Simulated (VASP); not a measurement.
# FeCo (Pm-3m) in VASP: further runs

Runs on FeCo. Level: PBE+D3(BJ). Tasks: single point, relaxation of cell and atoms.

Everything below comes from runs of VASP 6.6.1. Logs are shortened: lines on timing, memory, paths and dates and some standing lists are left out, and cuts for length are marked.

## Step 1: The cell of the first run

It takes space group Pm-3m (No. 221, cubic). The conventional cell has a = 2.820 Å, b = 2.820 Å, c = 2.820 Å, α = 90.00°, β = 90.00°, γ = 90.00°. Within 3.2 Å of Fe (site symmetry m-3m) lie 8 Co at 2.44 Å and 6 Fe at 2.82 Å. Co (site symmetry m-3m) has 8 Fe at 2.44 Å and 6 Co at 2.82 Å within 3.2 Å.

## Step 2: Single point, PBE+D3(BJ), collinear spin, ferromagnetic start

The input, INCAR:

```
SYSTEM = FeCo
ALGO = Normal
EDIFF = 1E-6
ENCUT = 600
GGA = PE
GGA_COMPAT = .FALSE.
ISIF = 2
ISMEAR = 0
ISPIN = 2
IVDW = 12
LASPH = .TRUE.
LCHARG = .FALSE.
LMAXMIX = 4
LORBIT = 11
LREAL = .FALSE.
LWAVE = .FALSE.
MAGMOM = 3.09 2.02
NBANDS = 20
NELM = 200
PREC = Accurate
SIGMA = 0.1
```

The input, KPOINTS:

```
k-points
0
G
  14 14 14
  0 0 0
```

The input, POSCAR:

```
FeCo
1.0
    2.8198065637      0.0000000000      0.0000000000
    0.0000000000      2.8198065637      0.0000000000
    0.0000000000      0.0000000000      2.8198065637
Fe Co
1 1
Direct
    0.5000000000      0.5000000000      0.5000000000
    0.0000000000      0.0000000000      0.0000000000
```

Potentials or basis: VASP PAW PBE potentials, release 64 (Fe, Co).

The run is started by

```bash
$ cat potpaw_PBE.64/Fe/POTCAR potpaw_PBE.64/Co/POTCAR > POTCAR
$ mpirun -np 1 vasp_std > vasp.out
```

OUTCAR:

```text
SYSTEM = FeCo
   EDIFF = 1E-6
   ENCUT = 600
   GGA = PE
   ISIF = 2
   ISMEAR = 0
   ISPIN = 2
   IVDW = 12
   LASPH = .TRUE.
   LORBIT = 11
   LREAL = .FALSE.
   NELM = 200
   PREC = Accurate
 IVDW          = 12

 ion  position               nearest neighbor table
   1  0.500  0.500  0.500-   2 2.44   2 2.44   2 2.44   2 2.44   2 2.44   2 2.44   2 2.44   2 2.44

   2  0.000  0.000  0.000-   1 2.44   1 2.44   1 2.44   1 2.44   1 2.44   1 2.44   1 2.44   1 2.44

  LATTYP: Found a simple cubic cell.
 ALAT       =     2.8198065637

  Lattice vectors:

 A1 = (   2.8198065637,   0.0000000000,   0.0000000000)
 A2 = (   0.0000000000,   2.8198065637,   0.0000000000)
 A3 = (   0.0000000000,   0.0000000000,   2.8198065637)

Analysis of symmetry for initial positions (statically):
=====================================================================
 Subroutine PRICEL returns:
 Original cell was already a primitive cell.

 Routine SETGRP: Setting up the symmetry group for a
 simple cubic supercell.

 Subroutine GETGRP returns: Found 48 space group operations
 (whereof 48 operations were pure point group operations)
 out of a pool of 48 trial point group operations.

The static configuration has the point symmetry O_h .

Analysis of symmetry for dynamics (positions and initial velocities):
=====================================================================
 Subroutine PRICEL returns:
 Original cell was already a primitive cell.

 Routine SETGRP: Setting up the symmetry group for a
 simple cubic supercell.

 Subroutine GETGRP returns: Found 48 space group operations
 (whereof 48 operations were pure point group operations)
 out of a pool of 48 trial point group operations.

The dynamic configuration has the point symmetry O_h .

Analysis of structural, dynamic, and magnetic symmetry:
=====================================================================
 Subroutine PRICEL returns:
 Original cell was already a primitive cell.

 Routine SETGRP: Setting up the symmetry group for a
 simple cubic supercell.

 Subroutine GETGRP returns: Found 48 space group operations
 (whereof 48 operations were pure point group operations)
 out of a pool of 48 trial point group operations.

The overall configuration has the point symmetry O_h .

 Subroutine INISYM returns: Found 48 space group operations
 (whereof 48 operations are pure point group operations),
 and found     1 'primitive' translations

----------------------------------------------------------------------------------------

                                     Primitive cell

  volume of cell :      22.4212

  direct lattice vectors                    reciprocal lattice vectors
     2.819806564  0.000000000  0.000000000     0.354634255  0.000000000  0.000000000
     0.000000000  2.819806564  0.000000000     0.000000000  0.354634255  0.000000000
     0.000000000  0.000000000  2.819806564     0.000000000  0.000000000  0.354634255

  length of vectors
     2.819806564  2.819806564  2.819806564     0.354634255  0.354634255  0.354634255

  position of ions in fractional coordinates (direct lattice)
     0.500000000  0.500000000  0.500000000
     0.000000000  0.000000000  0.000000000

  ion indices of the primitive-cell ions
   primitive index   ion index
                 1           1
                 2           2

----------------------------------------------------------------------------------------

 KPOINTS: k-points

Automatic generation of k-mesh.
 Grid dimensions read from file:
 generate k-points for:   14   14   14

 Generating k-lattice:

  Cartesian coordinates                     Fractional coordinates (reciprocal lattice)
     0.025331018  0.000000000  0.000000000     0.071428571  0.000000000  0.000000000
     0.000000000  0.025331018  0.000000000     0.000000000  0.071428571  0.000000000
     0.000000000  0.000000000  0.025331018     0.000000000  0.000000000  0.071428571

  Length of vectors
     0.025331018  0.025331018  0.025331018

  Shift w.r.t. Gamma in fractional coordinates (k-lattice)
     0.000000000  0.000000000  0.000000000

 Subroutine IBZKPT returns following result:
 ===========================================

 Found    120 irreducible k-points:

 Following reciprocal coordinates:
            Coordinates               Weight
  0.000000  0.000000  0.000000      1.000000
  0.071429  0.000000  0.000000      6.000000
  0.142857  0.000000  0.000000      6.000000
  0.214286  0.000000  0.000000      6.000000
  0.285714  0.000000  0.000000      6.000000
  0.357143  0.000000  0.000000      6.000000
[... 16 lines left out ...]
  0.285714  0.214286  0.000000     24.000000
  0.357143  0.214286  0.000000     24.000000
 [... further k-points ...]
   k-points           NKPTS =    120   k-points in BZ     NKDIM =    120   number of bands    NBANDS=     20
   number of dos      NEDOS =    301   number of ions     NIONS =      2
   total plane-waves  NPLWV =  13824
   dimension x,y,z NGX =    24 NGY =   24 NGZ =   24
   dimension x,y,z NGXF=    48 NGYF=   48 NGZF=   48
   ions per type =               1   1
   NGX,Y,Z   is equivalent  to a cutoff of  14.15, 14.15, 14.15 a.u.
   NGXF,Y,Z  is equivalent  to a cutoff of  28.30, 28.30, 28.30 a.u.
 SYSTEM =  FeCo
   PREC   = accura    normal or accurate (medium, high low for compatibility)
   ISTART =      0    job   : 0-new  1-cont  2-samecut
   ICHARG =      2    charge: 1-file 2-atom 10-const
   ISPIN  =      2    spin polarized calculation?
   LNONCOLLINEAR =      F non collinear calculations
   LSORBIT =      F    spin-orbit coupling
   LASPH  =      T    aspherical Exc in radial PAW
   ENCUT  =  600.0 eV  44.10 Ry    6.64 a.u.   5.63  5.63  5.63*2*pi/ulx,y,z
   NELM   =    200;   NELMIN=  2; NELMDL= -5     # of ELM steps
   EDIFF  = 0.1E-05   stopping-criterion for ELM
   LREAL  =      F    real-space projection
   EDIFFG = 0.1E-04   stopping-criterion for IOM
   NSW    =      0    number of steps for IOM
   IBRION =     -1    ionic relax: 0-MD 1-quasi-New 2-CG
   NFREE  =      0    steps in history (QN), initial steepest desc. (CG)
   ISIF   =      2    stress and relaxation
   ISYM   =      2    0-nonsym 1-usesym 2-fastsym
   POTIM  = 0.5000    time-step for ionic-motion
   TEBEG  =    0.0;   TEEND  =   0.0 temperature during run
   PSTRESS=    0.0 pullay stress
   NELECT =      17.0000    total number of electrons
   NUPDOWN=      -1.0000    fix difference up-down
   EMIN   =  10.00;   EMAX   =-10.00  energy-range for DOS
   EFERMI =   0.00;   METHOD = LEGACY
   ISMEAR =     0;   SIGMA  =   0.10  broadening in eV -4-tet -1-fermi 0-gaus
   EFERMI_NEDOS =   21; number of points for ismear=-14 and -15
   IALGO  =     38    algorithm
   IMIX   =      4    mixing-type and parameters
     AMIX     =   0.40;   BMIX     =  1.00
     AMIX_MAG =   1.60;   BMIX_MAG =  1.00
  volume/ion in A,a.u.               =      11.21        75.65
  Fermi-wavevector in a.u.,A,eV,Ry     =   1.492812  2.821006 30.320421  2.228488
  Thomas-Fermi vector in A             =   2.605292
   LORBIT       =     11    0 simple, 1 ext, 2 COOP (PROOUT), +10 PAW based schemes
   GGA     = PE    functional components
   LHFCALC =     F    Hartree Fock is set to
   AEXX    =    0.0000 exact exchange contribution
   IVDW    =    12    specifies the selected vdW correction
   LEPSILON=     F    determine dielectric tensor
   LRPA    =     F    only Hartree local field effects (RPA)
 spin polarized calculation
 Gauss-broadening in eV      SIGMA  =   0.10
  energy-cutoff  :      600.00
  volume of cell :       22.42
 maximum number of plane-waves:       768
 NGX is ok and might be reduce to    24
   NGX = 11   NGY = 11   NGZ = 11

 number of electron      17.0000004 magnetization       4.5087517

 Free energy of the ion-electron system (eV)
  ---------------------------------------------------
  ext. energy  EPLUGINS =         0.00000000
  ---------------------------------------------------
  free energy    TOTEN  =       -15.39896352 eV

  energy without entropy =      -15.39160966  energy(sigma->0) =      -15.39528659

 E-fermi :   8.4079     XC(G=0): -13.1979

 val. band max:        8.3956866171   @ k =   0.5000   0.2857   0.0714
 cond. band min:       8.4089883226   @ k =   0.4286   0.1429   0.0714
 fundamental gap:      0.0133017055
 Fermi energy:         8.4078978524

 spin component 1

 k-point     1 :       0.0000    0.0000    0.0000
  band No.  band energies     occupation
      1      -0.7717      1.00000
      2       2.8678      1.00000
      3       2.8678      1.00000
      4       5.2552      1.00000
      5       5.2552      1.00000
      6       5.2552      1.00000
[... 12 lines left out ...]
     19      33.1460      0.00000
     20      33.1460      0.00000
[... 507 lines left out ...]
 k-point    24 :       0.3571    0.2143    0.0000
  band No.  band energies     occupation
      1       2.1454      1.00000
      2       3.4757      1.00000
      3       4.2681      1.00000
      4       4.7283      1.00000
      5       5.1286      1.00000
      6       5.3201      1.00000
[... 12 lines left out ...]
     19      31.5045      0.00000
     20      33.9946      0.00000

 [... further k-points ...]

 spin component 2

 k-point     1 :       0.0000    0.0000    0.0000
  band No.  band energies     occupation
      1      -0.6063      1.00000
      2       4.7433      1.00000
      3       4.7433      1.00000
      4       7.1745      1.00000
      5       7.1745      1.00000
      6       7.1745      1.00000
[... 12 lines left out ...]
     19      32.9263      0.00000
     20      32.9263      0.00000
[... 507 lines left out ...]
 k-point    24 :       0.3571    0.2143    0.0000
  band No.  band energies     occupation
      1       2.5301      1.00000
      2       4.9853      1.00000
      3       6.0686      1.00000
      4       6.5539      1.00000
      5       6.8461      1.00000
      6       7.1247      1.00000
[... 12 lines left out ...]
     19      31.8705      0.00000
     20      34.4554      0.00000

 [... further k-points ...]

------------------------ aborting loop because EDIFF is reached ----------------------------------------

 Edisp (eV)   -0.76451

 E8    (eV) :    -0.3383

  FORCE on cell =-STRESS in cart. coord.  units (eV):
  Direction    XX          YY          ZZ          XY          YZ          ZX
  --------------------------------------------------------------------------------------
  -------------------------------------------------------------------------------------
  Total      -0.09735    -0.09735    -0.09735     0.00000    -0.00000     0.00000
  in kB      -6.95616    -6.95616    -6.95616     0.00000    -0.00000     0.00000
  external pressure =       -6.96 kB  Pullay stress =        0.00 kB

 VOLUME and BASIS-vectors are now :
 -----------------------------------------------------------------------------
  energy-cutoff  :      600.00
  volume of cell :       22.42
      direct lattice vectors                 reciprocal lattice vectors
     2.819806564  0.000000000  0.000000000     0.354634255  0.000000000  0.000000000
     0.000000000  2.819806564  0.000000000     0.000000000  0.354634255  0.000000000
     0.000000000  0.000000000  2.819806564     0.000000000  0.000000000  0.354634255

 POSITION                                       TOTAL-FORCE (eV/Angst)
 -----------------------------------------------------------------------------------
      1.40990      1.40990      1.40990         0.000000      0.000000      0.000000
      0.00000      0.00000      0.00000         0.000000      0.000000      0.000000
 -----------------------------------------------------------------------------------
    total drift:                                0.000000      0.000000     -0.000000

  FREE ENERGIE OF THE ION-ELECTRON SYSTEM (eV)
  ---------------------------------------------------
  free  energy   TOTEN  =       -16.1634760081 eV

  energy  without entropy=      -16.1561221549  energy(sigma->0) =      -16.15979908

 total charge

# of ion       s       p       d       tot
------------------------------------------
    1        0.483   0.550   6.172   7.206
    2        0.494   0.533   7.255   8.283
--------------------------------------------------
tot          0.977   1.084  13.427  15.488

 magnetization (x)

# of ion       s       p       d       tot
------------------------------------------
    1        0.001  -0.042   2.800   2.758
    2       -0.010  -0.052   1.821   1.759
--------------------------------------------------
tot         -0.010  -0.094   4.620   4.517
```

It took 48 s on 1 thread of Intel Xeon Platinum 8488C (Sapphire Rapids), shared host; peak memory 0.24 GiB.

What came out:

* Free energy: -16.1635 eV
* Pressure: -0.7 GPa
* Net moment: 4.51 μB per cell
* Site moments: Fe +2.76; Co +1.76 μB
* Valence electrons inside the program's atomic spheres: Fe 7.21; Co 8.28
* Dispersion energy per atom: -0.382 eV

Levels at points of the mesh, in eV from the Fermi level:
Spin up:
```tsv
k point	band 8	band 9	band 10	band 11	band 12	band 13	band 14	band 15
(0.00, 0.00, 0.00)	-2.01	-0.87	-0.87	-0.87	9.27	9.27	9.27	14.94
(0.50, 0.00, 0.00)	-2.64	-2.07	-1.99	-0.87	-0.55	16.28	16.28	16.47
(0.50, 0.50, 0.00)	-1.72	-0.62	-0.62	-0.16	-0.16	6.29	6.49	17.93
(0.50, 0.50, 0.50)	-1.91	-1.69	-1.69	7.79	7.79	7.79	7.87	7.87
```
Spin down:
```
           k point  band 3  band 4  band 5  band 6  band 7  band 8  band 9  band 10
(0.00, 0.00, 0.00)   -3.66   -1.23   -1.23   -1.23    0.79    0.79    1.54     1.54
(0.50, 0.00, 0.00)   -1.75   -1.24   -1.19   -1.19   -0.41   -0.34   -0.34     0.66
(0.50, 0.50, 0.00)   -2.40   -2.40   -0.06   -0.06    0.50    0.58    0.78     1.48
(0.50, 0.50, 0.50)   -2.72   -2.33   -2.33   -2.33    0.62    0.62    1.53     1.53
```

(Continued in part 2 of 2.)
